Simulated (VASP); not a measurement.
Wanted: the native input for a VASP 6.6.1 run.

```yaml
Task: single point
Functional: PBEsol
Potentials_or_basis: VASP PAW PBE potentials, release 64 (Pt, Fe)
Cutoff: 600 eV
k_mesh: 10 × 10 × 7
Occupations: fermi-dirac, width 0.05 eV
Spin: collinear spin, ferromagnetic start
Starting_moments: "[0.0, 3.0] μB"
Dipole_correction: no
Further_INCAR_settings: ALGO = Normal; EDIFF = 1e-06; NBANDS = 20
```

The structure of FePt lies in POSCAR:

```
FePt
1.0
    2.6941476448      0.0000000000      0.0000000000
    0.0000000000      2.6941476448      0.0000000000
    0.0000000000      0.0000000000      3.6985039424
Pt Fe
1 1
Direct
    0.5000000000      0.5000000000      0.5000000000
    0.0000000000      0.0000000000      0.0000000000
```

These files were run (other wordings do the same):

INCAR

```
SYSTEM = FePt
PREC     = Accurate       ! precision mode
ENCUT    = 600            ! plane-wave cutoff, eV
EDIFF    = 1E-6           ! SCF threshold, eV
ISMEAR   = -1             ! smearing method
SIGMA    = 0.05           ! smearing width, eV
LREAL    = .False.        ! projectors in reciprocal space
LASPH    = .True.         ! aspherical terms in the spheres
NELM     = 200            ! most SCF steps
ALGO     = Normal         ! electronic algorithm
ISIF     = 2              ! what is computed and relaxed
LWAVE    = .False.        ! write WAVECAR
LCHARG   = .True.         ! write CHGCAR
ISPIN    = 2              ! spin polarisation
MAGMOM   = 0 3            ! initial moments
LORBIT   = 11             ! projections on sites
LMAXMIX  = 4              ! l up to which the mixer works
GGA      = PS             ! functional
LELF     = .True.         ! ELF
LVHAR    = .True.       
NBANDS   = 20             ! bands
GGA_COMPAT= .False.
```

KPOINTS

```
regular mesh
0
Gamma
  10 10 7
  0 0 0
```

Potentials or basis: VASP PAW PBE potentials, release 64 (Pt, Fe).

Command:

```console
$ cat potpaw_PBE.64/Pt/POTCAR potpaw_PBE.64/Fe/POTCAR > POTCAR
$ mpirun -np 1 vasp_std > vasp.out
```

It gave:

| Quantity | Value |
| --- | --- |
| Pressure | -0.3 GPa |
| Net moment | 3.22 μB per cell |
| Site moments | Pt +0.33; Fe +2.86 μB |
| Valence electrons inside the program's atomic spheres | Pt 9.49; Fe 7.05 |

Caveat: the PAW data sets were made with another functional, which shifts forces and pressure a little.

Run time: 36 s on 1 thread of Intel(R) Xeon(R) 6975P-C (Granite Rapids), on a shared host, peak memory 0.22 GiB.
